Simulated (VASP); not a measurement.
A run of VASP 6.6.1:

File INCAR:

```
SYSTEM = CsSnI3
PREC = Accurate
ENCUT = 520
EDIFF = 1E-7
ISMEAR = -1
SIGMA = 0.05
LREAL = .False.
LASPH = .True.
NELM = 80
ALGO = Normal
ISIF = 2
LWAVE = .False.
LCHARG = .False.
GGA = PE
NBANDS = 30
```

Contents of KPOINTS:

```
regular mesh
0
Gamma
  5 5 5
  0 0 0
```

Contents of POSCAR:

```
CsSnI3
1.0
    6.1218289079      0.0000000000      0.0000000000
    0.0000000000      6.1218289079      0.0000000000
    0.0000000000      0.0000000000      6.1218289079
Cs I Sn
1 3 1
Direct
    0.0000000000      0.0000000000      0.0000000000
    0.5000000000      0.5000000000      0.0000000000
    0.5000000000      0.0000000000      0.5000000000
    0.0000000000      0.5000000000      0.5000000000
    0.5000000000      0.5000000000      0.5000000000
```

Potentials or basis: VASP PAW PBE potentials, release 64 (Cs_sv, I, Sn_d).

Launch:

```bash
$ cat potpaw_PBE.64/Cs_sv/POTCAR potpaw_PBE.64/I/POTCAR potpaw_PBE.64/Sn_d/POTCAR > POTCAR
$ mpirun -np 1 vasp_std > vasp.out
```

Hardware: 1 thread of Intel(R) Xeon(R) Platinum 8259CL CPU @ 2.50GHz (Skylake/Cascade Lake), with other jobs on the host.

Q: Estimate the wall time of this run.

A: Run time: 72 s on 1 thread of Intel(R) Xeon(R) Platinum 8259CL CPU @ 2.50GHz (Skylake/Cascade Lake) (shared host), peak memory 0.36 GiB. Counts: scf iterations 17, k points 10.
